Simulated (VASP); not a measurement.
Here is a VASP 6.6.1 calculation.

Contents of INCAR:

```
SYSTEM = HfN
  ALGO = Normal
  EDIFF = 1E-8
  ENCUT = 520
  IBRION = 8
  ISIF = 2
  ISMEAR = -1
  LASPH = .TRUE.
  LCHARG = .TRUE.
  LREAL = .FALSE.
  LWAVE = .FALSE.
  NBANDS = 14
  NELM = 60
  NSW = 1
  PREC = Accurate
  SIGMA = 0.15
```

KPOINTS

```
k-points
0
G
  16 16 16
  0 0 0
```

Contents of POSCAR:

```
HfN
1.0
    0.0000000000      2.2368399509      2.2368399509
    2.2368399509      0.0000000000      2.2368399509
    2.2368399509      2.2368399509      0.0000000000
Hf N
1 1
Direct
    0.0000000000      0.0000000000      0.0000000000
    0.5000000000      0.5000000000      0.5000000000
```

Potentials or basis: VASP PAW LDA potentials, release 64 (Hf_pv, N).

Launch:

```console
$ cat potpaw_LDA.64/Hf_pv/POTCAR potpaw_LDA.64/N/POTCAR > POTCAR
$ mpirun -np 1 vasp_std > vasp.out
```

(1) What does it give for the highest phonon frequency at Γ, LO-TO splitting left out?

Results:

(1) 515 cm⁻¹.

Caveat: the cell wasn't relaxed at this level first, which shifts response properties.
